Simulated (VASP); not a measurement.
# LuBeSi4 (P4/mmm) in VASP: further runs

The runs below take LuBeSi4 through relaxation of cell and atoms, single point, with PBE.

All numbers are computed with VASP 6.6.1; they aren't measurements. Logs are shortened: lines on timing, memory, paths and dates and some standing lists are left out, and cuts for length are marked.

### 1 The cell of the first run

The structure is tetragonal, space group P4/mmm (No. 123). The conventional cell has a = 4.212 Å, b = 4.212 Å, c = 5.253 Å, α = 90.00°, β = 90.00°, γ = 90.00°. Lu (site symmetry 4/mmm) has 8 Si at 2.53 Å within 3.3 Å. Within 3.2 Å of Be (site symmetry 4/mmm) lie 8 Si at 2.44 Å. Within 3.2 Å of Si (site symmetry 2mm) lie 2 Be at 2.44 Å and 6 Si at 2.46 to 2.98 Å and 2 Lu at 2.53 Å.

The cell was generated, and may not be a known phase.

### 2 Relaxation of cell and atoms, PBE

Contents of INCAR:

```
SYSTEM = LuBeSi4
PREC     = Accurate       ! precision mode
ENCUT    = 600            ! plane-wave cutoff, eV
EDIFF    = 1E-6           ! SCF threshold, eV
ISMEAR   = 0              ! smearing method
SIGMA    = 0.1            ! smearing width, eV
LREAL    = .False.        ! projectors in reciprocal space
LASPH    = .True.         ! aspherical terms in the spheres
NELM     = 100            ! most SCF steps
ALGO     = Normal         ! electronic algorithm
ISIF     = 3              ! what is computed and relaxed
LWAVE    = .False.        ! write WAVECAR
LCHARG   = .False.        ! write CHGCAR
GGA      = PE             ! functional
IBRION   = 2              ! ionic algorithm
NSW      = 90             ! ionic steps
EDIFFG   = -0.04          ! ionic threshold
```

Contents of KPOINTS:

```
Automatic mesh
0
Gamma
  4 4 4
  0 0 0
```

Contents of POSCAR:

```
LuBeSi4
1.0
    4.2124499300      0.0000000000      0.0000000000
    0.0000000000      4.2124499300      0.0000000000
    0.0000000000      0.0000000000      5.2533127800
Lu Be Si
1 1 4
Direct
    0.0000000000      0.0000000000      0.5000000000
    0.5000000000      0.5000000000      0.0000000000
    0.0000000000      0.5000000000      0.7657915600
    0.5000000000      0.0000000000      0.7657915600
    0.0000000000      0.5000000000      0.2342084400
    0.5000000000      0.0000000000      0.2342084400
```

Potentials or basis: VASP PAW PBE potentials, release 64 (Lu, Be, Si).

Started as:

```sh
cat potpaw_PBE.64/Lu/POTCAR potpaw_PBE.64/Be/POTCAR potpaw_PBE.64/Si/POTCAR > POTCAR
mpirun -np 1 vasp_std > vasp.out
```

OUTCAR:

```text
SYSTEM = LuBeSi4
   PREC = Accurate
   ENCUT = 600
   EDIFF = 1E-6
   ISMEAR = 0
   LREAL = .False.
   LASPH = .True.
   NELM = 100
   ISIF = 3
   GGA = PE
   IBRION = 2
   NSW = 90
   EDIFFG = -0.04

 ion  position               nearest neighbor table
   1  0.000  0.000  0.500-   3 2.53   4 2.53   5 2.53   6 2.53   3 2.53   5 2.53   4 2.53   6 2.53

   2  0.500  0.500  0.000-   3 2.44   4 2.44   5 2.44   6 2.44   4 2.44   6 2.44   3 2.44   5 2.44

   3  0.000  0.500  0.766-   2 2.44   2 2.44   5 2.46   1 2.53   1 2.53   5 2.79   4 2.98   4 2.98
                             4 2.98   4 2.98
   4  0.500  0.000  0.766-   2 2.44   2 2.44   6 2.46   1 2.53   1 2.53   6 2.79   3 2.98   3 2.98
                             3 2.98   3 2.98
   5  0.000  0.500  0.234-   2 2.44   2 2.44   3 2.46   1 2.53   1 2.53   3 2.79   6 2.98   6 2.98
                             6 2.98   6 2.98
   6  0.500  0.000  0.234-   2 2.44   2 2.44   4 2.46   1 2.53   1 2.53   4 2.79   5 2.98   5 2.98
                             5 2.98   5 2.98

  LATTYP: Found a simple tetragonal cell.
 ALAT       =     4.2124499300
 C/A-ratio  =     1.2470920408

  Lattice vectors:

 A1 = (   4.2124499300,   0.0000000000,   0.0000000000)
 A2 = (   0.0000000000,   4.2124499300,   0.0000000000)
 A3 = (   0.0000000000,   0.0000000000,   5.2533127800)

Analysis of symmetry for initial positions (statically):
=====================================================================
 Subroutine PRICEL returns:
 Original cell was already a primitive cell.

 Routine SETGRP: Setting up the symmetry group for a
 simple tetragonal supercell.

 Subroutine GETGRP returns: Found 16 space group operations
 (whereof 16 operations were pure point group operations)
 out of a pool of 16 trial point group operations.

The static configuration has the point symmetry D_4h.

Analysis of symmetry for dynamics (positions and initial velocities):
=====================================================================
 Subroutine PRICEL returns:
 Original cell was already a primitive cell.

 Routine SETGRP: Setting up the symmetry group for a
 simple tetragonal supercell.

 Subroutine GETGRP returns: Found 16 space group operations
 (whereof 16 operations were pure point group operations)
 out of a pool of 16 trial point group operations.

The dynamic configuration has the point symmetry D_4h.

 Subroutine INISYM returns: Found 16 space group operations
 (whereof 16 operations are pure point group operations),
 and found     1 'primitive' translations

----------------------------------------------------------------------------------------

                                     Primitive cell

  volume of cell :      93.2186

  direct lattice vectors                    reciprocal lattice vectors
     4.212449930  0.000000000  0.000000000     0.237391546  0.000000000  0.000000000
     0.000000000  4.212449930  0.000000000     0.000000000  0.237391546  0.000000000
     0.000000000  0.000000000  5.253312780     0.000000000  0.000000000  0.190356075

  length of vectors
     4.212449930  4.212449930  5.253312780     0.237391546  0.237391546  0.190356075

  position of ions in fractional coordinates (direct lattice)
     0.000000000  0.000000000  0.500000000
     0.500000000  0.500000000  0.000000000
     0.000000000  0.500000000  0.765791560
     0.500000000  0.000000000  0.765791560
     0.000000000  0.500000000  0.234208440
     0.500000000  0.000000000  0.234208440

  ion indices of the primitive-cell ions
   primitive index   ion index
                 1           1
                 2           2
                 3           3
                 4           4
                 5           5
                 6           6

----------------------------------------------------------------------------------------

 KPOINTS: Automatic mesh

Automatic generation of k-mesh.
 Grid dimensions read from file:
 generate k-points for:    4    4    4

 Generating k-lattice:

  Cartesian coordinates                     Fractional coordinates (reciprocal lattice)
     0.059347886  0.000000000  0.000000000     0.250000000  0.000000000  0.000000000
     0.000000000  0.059347886  0.000000000     0.000000000  0.250000000  0.000000000
     0.000000000  0.000000000  0.047589019     0.000000000  0.000000000  0.250000000

  Length of vectors
     0.059347886  0.059347886  0.047589019

  Shift w.r.t. Gamma in fractional coordinates (k-lattice)
     0.000000000  0.000000000  0.000000000

 Subroutine IBZKPT returns following result:
 ===========================================

 Found     18 irreducible k-points:

 Following reciprocal coordinates:
            Coordinates               Weight
  0.000000  0.000000  0.000000      1.000000
  0.250000  0.000000  0.000000      4.000000
  0.500000  0.000000  0.000000      2.000000
  0.250000  0.250000  0.000000      4.000000
  0.500000  0.250000  0.000000      4.000000
  0.500000  0.500000  0.000000      1.000000
[... 10 lines left out ...]
  0.500000  0.250000  0.500000      4.000000
  0.500000  0.500000  0.500000      1.000000
   k-points           NKPTS =     18   k-points in BZ     NKDIM =     18   number of bands    NBANDS=     25
   number of dos      NEDOS =    301   number of ions     NIONS =      6
   total plane-waves  NPLWV =  54432
   dimension x,y,z NGX =    36 NGY =   36 NGZ =   42
   dimension x,y,z NGXF=    72 NGYF=   72 NGZF=   84
   ions per type =               1   1   4
   NGX,Y,Z   is equivalent  to a cutoff of  14.21, 14.21, 13.29 a.u.
   NGXF,Y,Z  is equivalent  to a cutoff of  28.42, 28.42, 26.58 a.u.
 SYSTEM =  LuBeSi4
   PREC   = accura    normal or accurate (medium, high low for compatibility)
   ISTART =      0    job   : 0-new  1-cont  2-samecut
   ICHARG =      2    charge: 1-file 2-atom 10-const
   ISPIN  =      1    spin polarized calculation?
   LNONCOLLINEAR =      F non collinear calculations
   LSORBIT =      F    spin-orbit coupling
   LASPH  =      T    aspherical Exc in radial PAW
   ENCUT  =  600.0 eV  44.10 Ry    6.64 a.u.   8.41  8.41 10.49*2*pi/ulx,y,z
   NELM   =    100;   NELMIN=  2; NELMDL= -5     # of ELM steps
   EDIFF  = 0.1E-05   stopping-criterion for ELM
   LREAL  =      F    real-space projection
   EDIFFG = -.4E-01   stopping-criterion for IOM
   NSW    =     90    number of steps for IOM
   IBRION =      2    ionic relax: 0-MD 1-quasi-New 2-CG
   NFREE  =      1    steps in history (QN), initial steepest desc. (CG)
   ISIF   =      3    stress and relaxation
   ISYM   =      2    0-nonsym 1-usesym 2-fastsym
   POTIM  = 0.5000    time-step for ionic-motion
   TEBEG  =    0.0;   TEEND  =   0.0 temperature during run
   PSTRESS=    0.0 pullay stress
   NELECT =      43.0000    total number of electrons
   NUPDOWN=      -1.0000    fix difference up-down
   EMIN   =  10.00;   EMAX   =-10.00  energy-range for DOS
   EFERMI =   0.00;   METHOD = LEGACY
   ISMEAR =     0;   SIGMA  =   0.10  broadening in eV -4-tet -1-fermi 0-gaus
   EFERMI_NEDOS =   21; number of points for ismear=-14 and -15
   IALGO  =     38    algorithm
   IMIX   =      4    mixing-type and parameters
     AMIX     =   0.40;   BMIX     =  1.00
     AMIX_MAG =   1.60;   BMIX_MAG =  1.00
  volume/ion in A,a.u.               =      15.54       104.85
  Fermi-wavevector in a.u.,A,eV,Ry     =   1.264921  2.390354 21.769663  1.600025
  Thomas-Fermi vector in A             =   2.398201
   LORBIT       =      0    0 simple, 1 ext, 2 COOP (PROOUT), +10 PAW based schemes
   GGA     = PE    functional components
   LHFCALC =     F    Hartree Fock is set to
   AEXX    =    0.0000 exact exchange contribution
   IVDW    =     0    specifies the selected vdW correction
   LEPSILON=     F    determine dielectric tensor
   LRPA    =     F    only Hartree local field effects (RPA)
 conjugate gradient relaxation of ions
 non-spin polarized calculation
 Gauss-broadening in eV      SIGMA  =   0.10
  energy-cutoff  :      600.00
  volume of cell :       93.22
 maximum number of plane-waves:      3132
 NGX is ok and might be reduce to    36
   NGX = 17   NGY = 17   NGZ = 21

--------------------------------------- Ionic step        1  -------------------------------------------

 number of electron      42.9999996 magnetization

 Free energy of the ion-electron system (eV)
  ---------------------------------------------------
  ext. energy  EPLUGINS =         0.00000000
  ---------------------------------------------------
  free energy    TOTEN  =       -26.65460357 eV

  energy without entropy =      -26.63812361  energy(sigma->0) =      -26.64636359

------------------------ aborting loop because EDIFF is reached ----------------------------------------

  FORCE on cell =-STRESS in cart. coord.  units (eV):
  Direction    XX          YY          ZZ          XY          YZ          ZX
  --------------------------------------------------------------------------------------
  -------------------------------------------------------------------------------------
  Total        6.6301603      6.6301603     16.3392155      0.0000000      0.0000000      0.0000000
  in kB      113.9545971    113.9545971    280.8271027      0.0000000      0.0000000      0.0000000
  external PRESSURE =     169.5787656 kB  Pullay stress =       0.0000000 kB
[... 67 lines left out ...]
--------------------------------------- Ionic step        3  -------------------------------------------

 number of electron      42.9999998 magnetization

 E-fermi :   5.0463     XC(G=0):  -9.9204

 val. band max:        4.9824063390   @ k =   0.2500   0.2500   0.5000
 cond. band min:       5.0817384698   @ k =   0.5000   0.0000   0.2500
 fundamental gap:      0.0993321308
 Fermi energy:         5.0463154079

 k-point     1 :       0.0000    0.0000    0.0000
  band No.  band energies     occupation
      1     -50.7502      2.00000
      2     -21.5208      2.00000
      3     -21.5208      2.00000
      4     -21.4047      2.00000
      5      -5.9493      2.00000
      6      -2.4303      2.00000
[... 526 lines left out ...]
  FREE ENERGIE OF THE ION-ELECTRON SYSTEM (eV)
  ---------------------------------------------------
  free  energy   TOTEN  =       -28.4723587628 eV

  energy  without entropy=      -28.4543538903  energy(sigma->0) =      -28.46335633

[... ionic steps 4 to 14 ...]

--------------------------------------- Ionic step       15  -------------------------------------------

 number of electron      42.9999983 magnetization

------------------------ aborting loop because EDIFF is reached ----------------------------------------
[... 75 lines left out ...]
--------------------------------------- Ionic step       17  -------------------------------------------

 number of electron      43.0000003 magnetization

 Free energy of the ion-electron system (eV)
  ---------------------------------------------------
  ext. energy  EPLUGINS =         0.00000000
  ---------------------------------------------------
  free energy    TOTEN  =       -30.30084140 eV

  energy without entropy =      -30.28966185  energy(sigma->0) =      -30.29525163

 E-fermi :   6.6485     XC(G=0): -10.6790

 val. band max:        6.5815184058   @ k =   0.5000   0.0000   0.0000
 cond. band min:       6.6560624987   @ k =   0.2500   0.0000   0.2500
 fundamental gap:      0.0745440929
 Fermi energy:         6.6485139464

 k-point     1 :       0.0000    0.0000    0.0000
  band No.  band energies     occupation
      1     -49.1255      2.00000
      2     -19.8890      2.00000
      3     -19.7622      2.00000
      4     -19.7622      2.00000
      5      -6.0198      2.00000
      6      -3.9254      2.00000
[... 526 lines left out ...]
  FREE ENERGIE OF THE ION-ELECTRON SYSTEM (eV)
  ---------------------------------------------------
  free  energy   TOTEN  =       -30.3008413999 eV

  energy  without entropy=      -30.2896618542  energy(sigma->0) =      -30.29525163

 reached required accuracy - stopping structural energy minimisation
```

Wall time 9.2 min (1 thread of Intel Xeon Platinum 8488C (Sapphire Rapids), shared host); peak memory 0.27 GiB.

What came out:

```
Free energy                           : -30.3008 eV
Relaxed volume                        : 16.51 Å³/atom
Relaxed cell                          : a = 3.698 Å, b = 3.698 Å, c = 7.241 Å, α = 90.00°, β = 90.00°, γ = 90.00°
Space group after relaxing (to 0.1 Å) : P4/mmm (No. 123)
Energy gained by relaxing             : 607.7 meV/atom
Ionic steps                           : 17
Pressure after relaxing               : 0.1 GPa
Largest force after relaxing          : 0.003 eV/Å
Band gap on the k mesh                : zero (an odd number of electrons rules out a gap without spin polarisation)
```

Forces in eV/Å, atoms in the order of the input:
```
Lu   0.000  0.000  0.000
Be   0.000  0.000  0.000
Si   0.000  0.000 -0.003
Si   0.000  0.000 -0.003
Si   0.000  0.000  0.003
Si   0.000  0.000  0.003
```

The path:
| step | energy change (eV) | largest force (eV/Å) | pressure (GPa) | volume (Å³) |
| --- | --- | --- | --- | --- |
| 1 | 0.0000 | 2.2532 | 16.96 | 93.22 |
| 2 | -1.8154 | 1.2509 | -4.64 | 117.01 |
| 3 | -1.8178 | 1.2266 | -4.97 | 117.84 |
| 4 | -2.5485 | 0.5440 | -3.82 | 113.43 |
| 5 | -2.8937 | 0.3811 | -2.00 | 109.30 |
| 6 | -2.2728 | 3.5408 | 7.32 | 100.50 |
| 7 | -2.9164 | 0.9354 | -0.74 | 107.75 |
| 8 | -3.4052 | 0.6809 | -0.99 | 103.81 |
| 9 | -2.8273 | 0.8250 | 11.70 | 90.57 |
| 10 | -3.5548 | 0.5266 | -0.02 | 100.02 |
| 11 | -3.5790 | 0.5093 | 1.15 | 98.29 |
| 12 | -3.5804 | 0.5241 | 0.82 | 98.64 |
| 13 | -3.6273 | 0.1716 | -1.22 | 100.79 |
| 14 | -3.6276 | 0.1443 | -1.40 | 100.98 |
| 15 | -3.6413 | 0.0074 | 0.65 | 98.41 |
| 16 | -3.6424 | 0.0240 | 0.27 | 98.93 |
| 17 | -3.6462 | 0.0031 | 0.09 | 99.04 |

Final structure:
```
Lu Be Si
1.0
     3.69839    0.00000    0.00000
     0.00000    3.69839    0.00000
     0.00000    0.00000    7.24063
Lu Be Si
1 1 4
Direct
  0.00000 0.00000 0.50000
  0.50000 0.50000 0.00000
  0.00000 0.50000 0.80446
  0.50000 0.00000 0.80446
  0.00000 0.50000 0.19554
  0.50000 0.00000 0.19554
```

Levels at points of the mesh, in eV from the Fermi level:
| k point | band 18 | band 19 | band 20 | band 21 | band 22 | band 23 | band 24 | band 25 |
| --- | --- | --- | --- | --- | --- | --- | --- | --- |
| (0.00, 0.00, 0.00) | -2.02 | -2.02 | -0.94 | -0.68 | -0.67 | -0.62 | 1.52 | 2.28 |
| (0.50, 0.00, 0.00) | -1.92 | -1.09 | -0.38 | -0.12 | -0.07 | 0.82 | 0.84 | 1.98 |
| (0.50, 0.50, 0.00) | -4.58 | -4.19 | -2.20 | -2.20 | -0.91 | 1.01 | 1.08 | 1.08 |
| (0.00, 0.00, 0.50) | -3.13 | -2.29 | -1.48 | -1.48 | 0.07 | 1.23 | 1.65 | 1.65 |
| (0.50, 0.00, 0.50) | -1.83 | -1.38 | -0.92 | -0.77 | 0.32 | 0.74 | 1.06 | 1.67 |
| (0.50, 0.50, 0.50) | -4.55 | -4.55 | -2.79 | -2.79 | 0.16 | 1.56 | 1.56 | 1.64 |

Caveat: the k points lie up to 0.42 Å⁻¹ apart in the final cell, too coarse for converged energies and pressures of a metal; a cell axis changed by over 15 % at a fixed basis, so the end point is rough; spin-orbit coupling is left out, which moves the levels of the heavy elements; an odd number of electrons without spin polarisation forces a metal; a magnetic or distorted state may lie lower.

(Continued in part 2 of 2.)

The gap in the log of VASP goes by the Fermi energy; the results here count the filled bands.